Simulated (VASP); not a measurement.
A run of VASP 6.6.1 is set up as follows.

The input INCAR:

```
  PREC = Accurate
  ENCUT = 500
  EDIFF = 1E-7
  ISMEAR = -1
  SIGMA = 0.02
  LREAL = F
  LASPH = T
  NELM = 120
  ALGO = Normal
  ISIF = 8
  LWAVE = F
  LCHARG = F
  GGA = PS
  IBRION = 2
  NSW = 60
  EDIFFG = -0.01
  GGA_COMPAT = F
  NELMIN = 4
```

KPOINTS

```
Automatic mesh
0
Gamma
  4 4 4
```

File POSCAR:

```
GaAs
1.0
    0.0000000000      2.8268500000      2.8268500000
    2.8268500000      0.0000000000      2.8268500000
    2.8268500000      2.8268500000      0.0000000000
Ga As
1 1
Direct
    0.0000000000      0.0000000000      0.0000000000
    0.7500000000      0.7500000000      0.7500000000
```

Potentials or basis: VASP PAW PBE potentials, release 64 (Ga_d, As).

The run is started by

```bash
$ cat potpaw_PBE.64/Ga_d/POTCAR potpaw_PBE.64/As/POTCAR > POTCAR
$ mpirun -np 1 vasp_std > vasp.out
```

Task: Predict the space group after relaxing (to 0.1 Å).

Result: F-43m (No. 216).

Task: Estimate the band gap on the k mesh.

Result: 0.38 eV.

Task: Estimate the relaxed cell.

Result: a = 4.009 Å, b = 4.009 Å, c = 4.009 Å, α = 60.00°, β = 60.00°, γ = 60.00°.

Final structure:
```
Ga As
1.0
     0.00000    2.83484    2.83484
     2.83484    0.00000    2.83484
     2.83484    2.83484    0.00000
Ga As
1 1
Cartesian
  0.0000 0.0000 0.0000
  4.2523 4.2523 4.2523
```

Caveat: the k points lie up to 0.48 Å⁻¹ apart in the final cell. Zero-point motion and thermal expansion aren't in these numbers.
